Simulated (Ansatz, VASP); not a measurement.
## Y: VASP beside Ansatz

The input INCAR:

```
SYSTEM = Y
ALGO = Fast
EDIFF = 1E-6
ENCUT = 520
GGA = PS
ISIF = 2
ISMEAR = 0
LASPH = .True.
LCHARG = .False.
LREAL = .False.
LWAVE = .False.
NBANDS = 12
NELM = 60
PREC = Accurate
SIGMA = 0.15
```

File KPOINTS:

```
k-points
0
Gamma
  16 16 16
  0 0 0
```

The input POSCAR:

```
Y
1.0
    0.0000000000      2.4539375000      2.4850000000
    2.5160625000      0.0000000000      2.4850000000
    2.5160625000      2.4539375000      0.0000000000
Y
1
Direct
    0.0000000000      0.0000000000      0.0000000000
```

Input for Ansatz:

```yaml
crystal:
  lattice:
    - [0.0, 2.4539375, 2.485]
    - [2.5160625, 0.0, 2.485]
    - [2.5160625, 2.4539375, 0.0]
  atoms:
    - { symbol: "Y", position: [0.0, 0.0, 0.0] }
basis:
  ecutwfc: 420
kpoints:
  mp_grid: { grid: [16, 16, 16] }
hamiltonian:
  xc: pbesol
scf:
  occupations: { method: gaussian, width: 0.15 }
output:
  forces: true
  stress: true
  eigenvalues: true
```

Change from the starting cell: strain +0.0125 x Voigt [1, -1, 0, 0, 0, 0], atoms carried along.

Alike in both runs: task single point; functional PBEsol; k mesh 16 × 16 × 16; occupations gaussian, width 0.15 eV; no spin polarisation.

|  | VASP | Ansatz |
| --- | --- | --- |
| version | VASP 6.6.1 | Ansatz 0.2.0 |
| potentials or method | VASP PAW PBE potentials, release 64 (Y_sv), cutoff 520 eV | scalar-relativistic, plane waves, PAW |
| valence electrons in the cell | 11 | 11 |

```csv
,VASP,Ansatz,Ansatz less VASP
gap on the k mesh at the Fermi level (eV),none,none,-
pressure (GPa),0.1,0.2,+0.14
"traceless stress, the component that is largest in VASP (GPa)",-0.39,-0.38,+0.004
```

VASP's potentials were made for PBE, not for PBEsol. A gap of «none» marks a metal or a gap that the smearing closes. The functional is the same, so the differences come from potentials, cutoffs and numerics.
